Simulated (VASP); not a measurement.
A run of VASP 6.6.1 is set up as follows.

The input INCAR:

```
PREC = Accurate ; ENCUT = 600
EDIFF = 1E-6 ; ISMEAR = 0
SIGMA = 0.1 ; LREAL = False
LASPH = True ; NELM = 60
ALGO = Normal ; ISIF = 3
LWAVE = False ; LCHARG = False
GGA = PE ; IBRION = 2
NSW = 100 ; EDIFFG = -0.01
```

KPOINTS

```
regular mesh
0
Gamma
  16 16 18
```

File POSCAR:

```
ZnS
1.0
    3.3350733156      0.0000000000      0.0000000000
    0.0000000000      3.3350733156      0.0000000000
    0.0000000000      0.0000000000      2.9263735293
Zn S
1 1
Direct
    0.5000000000      0.5000000000      0.5000000000
    0.0000000000      0.0000000000      0.0000000000
```

Potentials or basis: VASP PAW PBE potentials, release 64 (Zn, S).

The run is started by

```bash
$ cat potpaw_PBE.64/Zn/POTCAR potpaw_PBE.64/S/POTCAR > POTCAR
$ mpirun -np 1 vasp_std > vasp.out
```

Predict the relaxed cell.

a = 3.309 Å, b = 3.309 Å, c = 2.981 Å, α = 90.00°, β = 90.00°, γ = 90.00°.

What does it give for the relaxed volume?

16.32 Å³/atom.

Final structure:
```yaml
crystal:
  lattice:
    - [3.30880, 0.00000, 0.00000]
    - [0.00000, 3.30880, 0.00000]
    - [0.00000, 0.00000, 2.98129]
  atoms:
    - { symbol: Zn, position: [0.50000, 0.50000, 0.50000] }
    - { symbol: S, position: [0.00000, 0.00000, 0.00000] }
```
